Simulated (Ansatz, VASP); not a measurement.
**Two plane-wave programs on Ni**

The input INCAR:

```
SYSTEM = Ni
  PREC = Accurate
  ENCUT = 520
  EDIFF = 1E-6
  ISMEAR = -1
  SIGMA = 0.05
  LREAL = .FALSE.
  LASPH = .TRUE.
  NELM = 150
  ALGO = Normal
  ISIF = 2
  LWAVE = .FALSE.
  LCHARG = .FALSE.
  ISPIN = 2
  MAGMOM = 1
  LORBIT = 11
  LMAXMIX = 4
  GGA = PE
  NBANDS = 15
```

File KPOINTS:

```
regular mesh
0
G
  18 18 18
  0 0 0
```

The input POSCAR:

```
Ni
1.0
    0.0000000000      1.7108303217      1.7108303217
    1.7108303217      0.0000000000      1.7108303217
    1.7108303217      1.7108303217      0.0000000000
Ni
1
Direct
    0.0000000000      0.0000000000      0.0000000000
```

Input for Ansatz:

```yaml
crystal:
  lattice:
    - [0.0, 1.7108303217, 1.7108303217]
    - [1.7108303217, 0.0, 1.7108303217]
    - [1.7108303217, 1.7108303217, 0.0]
  atoms:
    - { symbol: Ni, position: [0.0, 0.0, 0.0], spin: 1.0 }
magnetization:
  spin_polarized: true
kpoints:
  mp_grid: { grid: [18, 18, 18] }
  band_path:
    path:
      - [0.0, 0.0, 0.0]
      - [0.5, 0.0, 0.5]
      - [0.625, 0.25, 0.625]
      - [0.375, 0.375, 0.75]
      - [0.0, 0.0, 0.0]
      - [0.5, 0.5, 0.5]
      - [0.5, 0.25, 0.75]
      - [0.5, 0.0, 0.5]
    npoints: 8
scf:
  occupations: { method: fermi_dirac, width: 0.05 }
hamiltonian:
  xc: pbe
  pseudopotentials: { kind: paw }
output:
  forces: true
  stress: true
  eigenvalues: true
  populations: true
  dos: { projected: true, de: 0.2, e_range: [-14, 8] }
```

Change from the starting cell: volume scaled by 0.92, PAW files.

Alike in both runs: task single point; functional PBE; k mesh 18 × 18 × 18; occupations fermi-dirac, width 0.05 eV; collinear spin.

|  | VASP | Ansatz |
| --- | --- | --- |
| version | VASP 6.6.1 | Ansatz 0.2.0 |
| potentials or method | VASP PAW PBE potentials, release 64 (Ni) | PAW with Ansatz's default frozen-core files, scalar-relativistic |
| plane-wave cutoff (eV) | 520 | 420 |
| valence electrons in the cell | 10 | 18 |

|  | VASP | Ansatz | Ansatz less VASP |
| --- | --- | --- | --- |
| pressure (GPa) | 20.1 | 20.4 | +0.36 |
| net moment per atom (μB) | 0.61 | 0.61 | +0.005 |
| size of the moment on the site where the two differ most (μB) | 0.61 | 0.65 | +0.036 |

Site moments also hang on the region over which each program counts them. With one functional, cell and mesh, what is left measures potentials, basis and numerics. VASP's potentials hold 10 valence electrons a cell and Ansatz's 18, so a difference there can come from the potentials and not from the codes.
